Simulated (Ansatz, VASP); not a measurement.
**Two plane-wave programs on GaSb**

```
CELL_PARAMETERS angstrom
0.00000 3.06615 3.06615
3.06615 0.00000 3.06615
3.06615 3.06615 0.00000
ATOMIC_POSITIONS crystal
Ga 0.00000 0.00000 0.00000
Sb 0.25000 0.25000 0.25000
```

Alike in both runs: functional r2SCAN; k mesh 10 × 10 × 10; occupations gaussian, width 0.02 eV; no spin polarisation.

Ansatz relaxed the structure, and its values are those at the end. VASP's run is a single point on that final structure, the one shown.

|  | VASP | Ansatz |
| --- | --- | --- |
| version | VASP 6.6.1 | Ansatz 0.2.0 |
| potentials or method | VASP PAW PBE potentials, release 64 (Ga_d, Sb), cutoff 520 eV | scalar-relativistic, plane waves, PAW |
| valence electrons in the cell | 18 | 28 |

VASP gave:

- gap on the k mesh at the Fermi level (eV): 0.40
- least direct gap on the mesh (eV): 0.40
- pressure (GPa): 0.1

Task: Which values does Ansatz return?

Result: gap on the k mesh at the Fermi level (eV): 0.41; least direct gap on the mesh (eV): 0.41; pressure (GPa): 0.0.

VASP's potentials were made for PBE, not for r2SCAN. With one functional, cell and mesh, what is left measures potentials, basis and numerics. VASP's potentials hold 18 valence electrons a cell and Ansatz's 28, so a difference there can come from the potentials and not from the codes.

Spin-orbit coupling is off throughout.
